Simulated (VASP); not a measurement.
# BN (P6_3mc) in VASP: notebook, part 2 of 2

VASP 6.6.1. The steps go on from the part before.

## Step 3: Single point, PBE (volume changed by -5%)

INCAR reads:

```
SYSTEM = BN
ALGO = Normal ; EDIFF = 1E-6
ENCUT = 520 ; GGA = PE
ISIF = 2 ; ISMEAR = 0
LASPH = .True. ; LCHARG = .True.
LELF = .True. ; LREAL = .False.
LVHAR = .True. ; LWAVE = .False.
NBANDS = 16 ; NELM = 100
PREC = Accurate ; SIGMA = 0.01
```

KPOINTS reads:

```
k-points
0
Gamma
  6 6 4
  0 0 0
```

POSCAR reads:

```
BN
1.0
    2.5008231939      0.0000000000      0.0000000000
   -1.2504115969      2.1657764163      0.0000000000
    0.0000000000      0.0000000000      4.1364840747
B N
2 2
Direct
    0.6666666667      0.3333333333      0.0002035745
    0.3333333333      0.6666666667      0.5002035745
    0.6666666667      0.3333333333      0.3747964255
    0.3333333333      0.6666666667      0.8747964255
```

Potentials or basis: VASP PAW PBE potentials, release 64 (B, N).

Run with:

```bash
cat potpaw_PBE.64/B/POTCAR potpaw_PBE.64/N/POTCAR > POTCAR
mpirun -np 1 vasp_std > vasp.out
```

OUTCAR:

```text
SYSTEM = BN
   EDIFF = 1E-6
   ENCUT = 520
   GGA = PE
   ISIF = 2
   ISMEAR = 0
   LASPH = .True.
   LREAL = .False.
   NELM = 100
   PREC = Accurate

 ion  position               nearest neighbor table
   1  0.667  0.333  0.000-   4 1.53   4 1.53   4 1.53   3 1.55
   2  0.333  0.667  0.500-   3 1.53   3 1.53   3 1.53   4 1.55
   3  0.667  0.333  0.375-   2 1.53   2 1.53   2 1.53   1 1.55
   4  0.333  0.667  0.875-   1 1.53   1 1.53   1 1.53   2 1.55

  LATTYP: Found a hexagonal cell.
 ALAT       =     2.5008231939
 C/A-ratio  =     1.6540489887

  Lattice vectors:

 A1 = (   2.5008231939,   0.0000000000,   0.0000000000)
 A2 = (  -1.2504115969,   2.1657764163,   0.0000000000)
 A3 = (   0.0000000000,   0.0000000000,   4.1364840747)

Analysis of symmetry for initial positions (statically):
=====================================================================
 Subroutine PRICEL returns:
 Original cell was already a primitive cell.

 Routine SETGRP: Setting up the symmetry group for a
 hexagonal supercell.

 Subroutine GETGRP returns: Found 12 space group operations
 (whereof  6 operations were pure point group operations)
 out of a pool of 24 trial point group operations.

The static configuration has the point symmetry C_3v.
 The point group associated with its full space group is C_6v.

Analysis of symmetry for dynamics (positions and initial velocities):
=====================================================================
 Subroutine PRICEL returns:
 Original cell was already a primitive cell.

 Routine SETGRP: Setting up the symmetry group for a
 hexagonal supercell.

 Subroutine GETGRP returns: Found 12 space group operations
 (whereof  6 operations were pure point group operations)
 out of a pool of 24 trial point group operations.

The dynamic configuration has the point symmetry C_3v.
 The point group associated with its full space group is C_6v.

 Subroutine INISYM returns: Found 12 space group operations
 (whereof  6 operations are pure point group operations),
 and found     1 'primitive' translations

----------------------------------------------------------------------------------------

                                     Primitive cell

  volume of cell :      22.4041

  direct lattice vectors                    reciprocal lattice vectors
     2.500823194  0.000000000  0.000000000     0.399868332  0.230864089  0.000000000
    -1.250411597  2.165776416  0.000000000     0.000000000  0.461728179  0.000000000
     0.000000000  0.000000000  4.136484075     0.000000000  0.000000000  0.241751203

  length of vectors
     2.500823194  2.500823194  4.136484075     0.461728179  0.461728179  0.241751203

  position of ions in fractional coordinates (direct lattice)
     0.666666667  0.333333333  0.000203574
     0.333333333  0.666666667  0.500203574
     0.666666667  0.333333333  0.374796426
     0.333333333  0.666666667  0.874796426

  ion indices of the primitive-cell ions
   primitive index   ion index
                 1           1
                 2           2
                 3           3
                 4           4

[... 20 lines left out ...]

 Subroutine IBZKPT returns following result:
 ===========================================

 Found     21 irreducible k-points:

 Following reciprocal coordinates:
            Coordinates               Weight
  0.000000  0.000000  0.000000      1.000000
  0.166667  0.000000  0.000000      6.000000
  0.333333  0.000000  0.000000      6.000000
  0.500000  0.000000  0.000000      3.000000
  0.166667  0.166667  0.000000      6.000000
  0.333333  0.166667  0.000000     12.000000
[... 13 lines left out ...]
  0.333333  0.166667  0.500000     12.000000
  0.333333  0.333333  0.500000      2.000000
   k-points           NKPTS =     21   k-points in BZ     NKDIM =     21   number of bands    NBANDS=     16
   number of dos      NEDOS =    301   number of ions     NIONS =      4
   total plane-waves  NPLWV =  12800
   dimension x,y,z NGX =    20 NGY =   20 NGZ =   32
   dimension x,y,z NGXF=    40 NGYF=   40 NGZF=   64
   ions per type =               2   2
   NGX,Y,Z   is equivalent  to a cutoff of  13.30, 13.30, 12.86 a.u.
   NGXF,Y,Z  is equivalent  to a cutoff of  26.59, 26.59, 25.72 a.u.
 SYSTEM =  BN
   PREC   = accura    normal or accurate (medium, high low for compatibility)
   ISTART =      0    job   : 0-new  1-cont  2-samecut
   ICHARG =      2    charge: 1-file 2-atom 10-const
   ISPIN  =      1    spin polarized calculation?
   LNONCOLLINEAR =      F non collinear calculations
   LSORBIT =      F    spin-orbit coupling
   LASPH  =      T    aspherical Exc in radial PAW
   ENCUT  =  520.0 eV  38.22 Ry    6.18 a.u.   4.65  4.65  7.69*2*pi/ulx,y,z
   NELM   =    100;   NELMIN=  2; NELMDL= -5     # of ELM steps
   EDIFF  = 0.1E-05   stopping-criterion for ELM
   LREAL  =      F    real-space projection
   EDIFFG = 0.1E-04   stopping-criterion for IOM
   NSW    =      0    number of steps for IOM
   IBRION =     -1    ionic relax: 0-MD 1-quasi-New 2-CG
   NFREE  =      0    steps in history (QN), initial steepest desc. (CG)
   ISIF   =      2    stress and relaxation
   ISYM   =      2    0-nonsym 1-usesym 2-fastsym
   POTIM  = 0.5000    time-step for ionic-motion
   TEBEG  =    0.0;   TEEND  =   0.0 temperature during run
   PSTRESS=    0.0 pullay stress
   NELECT =      16.0000    total number of electrons
   NUPDOWN=      -1.0000    fix difference up-down
   EMIN   =  10.00;   EMAX   =-10.00  energy-range for DOS
   EFERMI =   0.00;   METHOD = LEGACY
   ISMEAR =     0;   SIGMA  =   0.01  broadening in eV -4-tet -1-fermi 0-gaus
   EFERMI_NEDOS =   21; number of points for ismear=-14 and -15
   IALGO  =     38    algorithm
   IMIX   =      4    mixing-type and parameters
     AMIX     =   0.40;   BMIX     =  1.00
     AMIX_MAG =   1.60;   BMIX_MAG =  1.00
  volume/ion in A,a.u.               =       5.60        37.80
  Fermi-wavevector in a.u.,A,eV,Ry     =   1.463318  2.765271 29.134166  2.141301
  Thomas-Fermi vector in A             =   2.579427
   LORBIT       =      0    0 simple, 1 ext, 2 COOP (PROOUT), +10 PAW based schemes
   GGA     = PE    functional components
   LHFCALC =     F    Hartree Fock is set to
   AEXX    =    0.0000 exact exchange contribution
   IVDW    =     0    specifies the selected vdW correction
   LEPSILON=     F    determine dielectric tensor
   LRPA    =     F    only Hartree local field effects (RPA)
 non-spin polarized calculation
 Gauss-broadening in eV      SIGMA  =   0.01
  energy-cutoff  :      520.00
  volume of cell :       22.40
 maximum number of plane-waves:       615
 NGX is ok and might be reduce to    20
   NGX =  9   NGY =  9   NGZ = 15

 number of electron      15.9999998 magnetization

 Free energy of the ion-electron system (eV)
  ---------------------------------------------------
  ext. energy  EPLUGINS =         0.00000000
  ---------------------------------------------------
  free energy    TOTEN  =       -34.70684777 eV

  energy without entropy =      -34.70684777  energy(sigma->0) =      -34.70684777

 E-fermi :   8.3903     XC(G=0): -13.0765

 val. band max:        8.2420244564   @ k =   0.0000   0.0000   0.0000
 cond. band min:      13.3428532041   @ k =   0.3333   0.3333   0.0000
 fundamental gap:      5.1008287477
 Fermi energy:         8.3902983948

 k-point     1 :       0.0000    0.0000    0.0000
  band No.  band energies     occupation
      1     -12.7951      2.00000
      2      -8.3864      2.00000
      3      -3.1962      2.00000
      4       5.9999      2.00000
      5       5.9999      2.00000
      6       7.9548      2.00000
[... 376 lines left out ...]
      3      -0.9364      2.00000
      4      -0.9364      2.00000
      5       0.0501      2.00000
      6       0.0501      2.00000
[... 8 lines left out ...]
     15      25.7866      0.00000
     16      25.7866      0.00000

------------------------ aborting loop because EDIFF is reached ----------------------------------------

  FORCE on cell =-STRESS in cart. coord.  units (eV):
  Direction    XX          YY          ZZ          XY          YZ          ZX
  --------------------------------------------------------------------------------------
  -------------------------------------------------------------------------------------
  Total        3.7793316      3.7793316      3.7764611      0.0000000      0.0000000      0.0000000
  in kB      270.2698566    270.2698566    270.0645843      0.0000000      0.0000000      0.0000000
  external PRESSURE =     270.2014325 kB  Pullay stress =       0.0000000 kB

 VOLUME and BASIS-vectors are now :
 -----------------------------------------------------------------------------
  energy-cutoff  :      520.00
  volume of cell :       22.40
      direct lattice vectors                 reciprocal lattice vectors
     2.500823194  0.000000000  0.000000000     0.399868332  0.230864089  0.000000000
    -1.250411597  2.165776416  0.000000000     0.000000000  0.461728179  0.000000000
     0.000000000  0.000000000  4.136484075     0.000000000  0.000000000  0.241751203

 POSITION                                       TOTAL-FORCE (eV/Angst)
 -----------------------------------------------------------------------------------
      1.25041      0.72193      0.00084        -0.000000      0.000000      0.045293
     -0.00000      1.44385      2.06908         0.000000     -0.000000      0.045293
      1.25041      0.72193      1.55034         0.000000      0.000000     -0.045293
     -0.00000      1.44385      3.61858        -0.000000      0.000000     -0.045293
 -----------------------------------------------------------------------------------
    total drift:                                0.000000      0.000000     -0.000439

  FREE ENERGIE OF THE ION-ELECTRON SYSTEM (eV)
  ---------------------------------------------------
  free  energy   TOTEN  =       -34.7068477745 eV

  energy  without entropy=      -34.7068477745  energy(sigma->0) =      -34.70684777
```

It took 5.9 s on 1 thread of Intel Xeon Platinum 8488C (Sapphire Rapids), shared host; peak memory 0.13 GiB.

What came out:

* Free energy: -34.7068 eV
* Pressure: 27.0 GPa
* Largest force: 0.045 eV/Å
* Band gap on the k mesh: 5.10 eV, indirect (least direct gap 8.59 eV)

Forces in eV/Å, atoms in the order of the input:
```
B    0.000  0.000  0.045
B    0.000  0.000  0.045
N    0.000  0.000 -0.045
N    0.000  0.000 -0.045
```

Levels at points of the mesh, in eV from the valence-band top:
| k point | band 6 | band 7 | band 8 | band 9 | band 10 | band 11 |
| --- | --- | --- | --- | --- | --- | --- |
| (0.00, 0.00, 0.00) | -0.29 | 0.00 | 0.00 | 8.59 | 8.59 | 8.90 |
| (0.50, 0.00, 0.00) | -5.26 | -4.69 | -2.23 | 6.91 | 8.13 | 10.90 |
| (0.00, 0.00, 0.50) | -1.24 | -1.24 | -1.24 | 9.99 | 9.99 | 10.22 |
| (0.50, 0.00, 0.50) | -3.98 | -3.75 | -3.75 | 6.79 | 6.79 | 10.41 |

Caveat: the k points lie up to 0.48 Å⁻¹ apart.

## Step 4: Single point, PBE (volume changed by +5%)

INCAR reads:

```
PREC = Accurate
ENCUT = 520
EDIFF = 1E-6
ISMEAR = 0
SIGMA = 0.01
LREAL = F
LASPH = T
NELM = 80
ALGO = Normal
ISIF = 2
LWAVE = F
LCHARG = F
GGA = PE
NBANDS = 16
```

KPOINTS reads:

```
regular mesh
0
Gamma
  6 6 4
```

POSCAR reads:

```
BN
1.0
    2.5856608107      0.0000000000      0.0000000000
   -1.2928304053      2.2392479477      0.0000000000
    0.0000000000      0.0000000000      4.2768096491
B N
2 2
Direct
    0.6666666667      0.3333333333      0.0002035745
    0.3333333333      0.6666666667      0.5002035745
    0.6666666667      0.3333333333      0.3747964255
    0.3333333333      0.6666666667      0.8747964255
```

Run with:

```bash
cat potpaw_PBE.64/B/POTCAR potpaw_PBE.64/N/POTCAR > POTCAR
mpirun -np 1 vasp_std > vasp.out
```

Wall time 6.2 s (1 thread of Intel Xeon Platinum 8488C (Sapphire Rapids), shared host); peak memory 0.13 GiB.

The run converged. Its results:

| Quantity | Value |
| --- | --- |
| Free energy | -34.7948 eV |
| Pressure | -12.5 GPa |
| Largest force | 0.032 eV/Å |
| Band gap on the k mesh | 5.26 eV, indirect (least direct gap 8.06 eV) |

Forces on the atoms (eV/Å):
```
B    0.000  0.000 -0.032
B    0.000  0.000 -0.032
N    0.000  0.000  0.032
N    0.000  0.000  0.032
```

Stress tensor (GPa, compression positive):
```
-12.39   0.00   0.00
  0.00 -12.39   0.00
  0.00   0.00 -12.85
```

Levels at points of the mesh, in eV from the valence-band top:
```
           k point  band 5  band 6  band 7  band 8  band 9  band 10  band 11  band 12
(0.00, 0.00, 0.00)   -2.03   -0.25    0.00    0.00    8.18     8.18     8.32     8.97
(0.50, 0.00, 0.00)   -6.65   -4.75   -4.18   -2.02    6.54     7.82    10.36    11.01
(0.00, 0.00, 0.50)   -1.12   -1.12   -1.12   -1.12    9.06     9.06     9.68     9.68
(0.50, 0.00, 0.50)   -3.59   -3.59   -3.42   -3.42    6.42     6.42     9.72     9.72
```

Caveat: the k points lie up to 0.47 Å⁻¹ apart. A k mesh can miss the band edges.

## Step 5: Single point, PBE (volume changed by +10%)

INCAR reads:

```
SYSTEM = BN
  PREC = Accurate
  ENCUT = 520
  EDIFF = 1E-6
  ISMEAR = 0
  SIGMA = 0.01
  LREAL = .False.
  LASPH = .True.
  NELM = 100
  ALGO = Normal
  ISIF = 2
  LWAVE = .False.
  LCHARG = .False.
  GGA = PE
  NBANDS = 16
```

KPOINTS reads:

```
Automatic mesh
0
Gamma
  6 6 4
  0 0 0
```

POSCAR reads:

```
BN
1.0
    2.6260682876      0.0000000000      0.0000000000
   -1.3130341438      2.2742418491      0.0000000000
    0.0000000000      0.0000000000      4.3436455953
B N
2 2
Direct
    0.6666666667      0.3333333333      0.0002035745
    0.3333333333      0.6666666667      0.5002035745
    0.6666666667      0.3333333333      0.3747964255
    0.3333333333      0.6666666667      0.8747964255
```

Run with:

```bash
cat potpaw_PBE.64/B/POTCAR potpaw_PBE.64/N/POTCAR > POTCAR
mpirun -np 1 vasp_std > vasp.out
```

Wall time 7.4 s (1 thread of Intel Xeon Platinum 8488C (Sapphire Rapids), shared host); peak memory 0.13 GiB.

It converged, with:

- Free energy: -34.6513 eV
- Pressure: -26.4 GPa
- Largest force: 0.063 eV/Å
- Band gap on the k mesh: 5.31 eV, indirect (least direct gap 7.81 eV)

Forces on the atoms (eV/Å):
```
B    0.000  0.000 -0.063
B    0.000  0.000 -0.063
N    0.000  0.000  0.063
N    0.000  0.000  0.063
```

Stress tensor (GPa, compression positive):
```
-26.24   0.00   0.00
  0.00 -26.24   0.00
  0.00   0.00 -26.81
```

Levels at points of the mesh, in eV from the valence-band top:
| k point | band 5 | band 6 | band 7 | band 8 | band 9 | band 10 | band 11 | band 12 |
| --- | --- | --- | --- | --- | --- | --- | --- | --- |
| (0.00, 0.00, 0.00) | -1.93 | -0.24 | 0.00 | 0.00 | 7.99 | 7.99 | 8.01 | 8.42 |
| (0.50, 0.00, 0.00) | -6.39 | -4.53 | -3.97 | -1.93 | 6.37 | 7.67 | 10.11 | 10.49 |
| (0.00, 0.00, 0.50) | -1.07 | -1.07 | -1.07 | -1.07 | 8.63 | 8.63 | 9.43 | 9.43 |
| (0.50, 0.00, 0.50) | -3.42 | -3.42 | -3.27 | -3.27 | 6.24 | 6.24 | 9.41 | 9.41 |

Caveat: the k points lie up to 0.46 Å⁻¹ apart.

## Step 6: Summary

```csv
cell,gap on the mesh (eV),pressure (GPa),largest force (eV/Å)
"a = 2.456, b = 2.456, c = 4.063 Å, angles 90.0, 90.0, 120.0°, 4 atoms",4.99,54.9,0.09
"a = 2.501, b = 2.501, c = 4.136 Å, angles 90.0, 90.0, 120.0°, 4 atoms",5.10,27.0,0.05
"a = 2.586, b = 2.586, c = 4.277 Å, angles 90.0, 90.0, 120.0°, 4 atoms",5.26,-12.5,0.03
"a = 2.626, b = 2.626, c = 4.344 Å, angles 90.0, 90.0, 120.0°, 4 atoms",5.31,-26.4,0.06
```

Alike in all rows: task single point; level PBE; potentials or basis VASP PAW PBE potentials, release 64 (B, N); no spin polarisation; k mesh 6 × 6 × 4; cutoff (eV) 520; smearing gaussian 0.01 eV.

Caveats: all runs use coarse meshes.

Absolute energies hang on the potentials; compare differences alone.
